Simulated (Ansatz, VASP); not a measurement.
**Two plane-wave programs on LuH2**

File INCAR:

```
PREC = Accurate
ENCUT = 600
EDIFF = 1E-7
ISMEAR = -1
SIGMA = 0.1
LREAL = False
LASPH = True
NELM = 60
ALGO = Normal
ISIF = 3
LWAVE = False
LCHARG = False
GGA = PS
IBRION = 2
NSW = 80
EDIFFG = -0.01
```

The input KPOINTS:

```
Automatic mesh
0
Gamma
  7 7 7
```

The input POSCAR:

```
LuH2
1.0
    0.0000000000      2.5165000000      2.5165000000
    2.5165000000      0.0000000000      2.5165000000
    2.5165000000      2.5165000000      0.0000000000
Lu H
1 2
Direct
    0.0000000000      0.0000000000      0.0000000000
    0.2500000000      0.2500000000      0.2500000000
    0.7500000000      0.7500000000      0.7500000000
```

Input for Ansatz:

```yaml
crystal:
  lattice:
    - [0.0, 2.5165, 2.5165]
    - [2.5165, 0.0, 2.5165]
    - [2.5165, 2.5165, 0.0]
  atoms:
    - { symbol: Lu, position: [0.0, 0.0, 0.0] }
    - { symbol: H, position: [0.25, 0.25, 0.25] }
    - { symbol: H, position: [0.75, 0.75, 0.75] }
kpoints:
  mp_grid:
    grid: [7, 7, 7]
hamiltonian:
  xc: pbesol
  dispersion: none
scf:
  occupations:
    method: fermi_dirac
    width: 0.1
relax:
  cell: {}
```

Alike in both runs: task relaxation of cell and atoms; functional PBEsol; k mesh 7 × 7 × 7; occupations fermi-dirac, width 0.1 eV; no spin polarisation.

|  | VASP | Ansatz |
| --- | --- | --- |
| version | VASP 6.6.1 | Ansatz 0.2.0 |
| potentials or method | VASP PAW PBE potentials, release 64 (Lu, H) | plane waves, PAW |
| plane-wave cutoff (eV) | 600 | 420 |
| valence electrons in the cell | 27 | 27 |

```tsv
	VASP	Ansatz	Ansatz less VASP
relaxed volume (Å³/atom)	10.21	10.16	-0.051
relaxed cell length with the largest relative difference (Å)	3.512	3.506	-0.0058
```

VASP's potentials were made for PBE, not for PBEsol.

Spin-orbit coupling is off throughout.
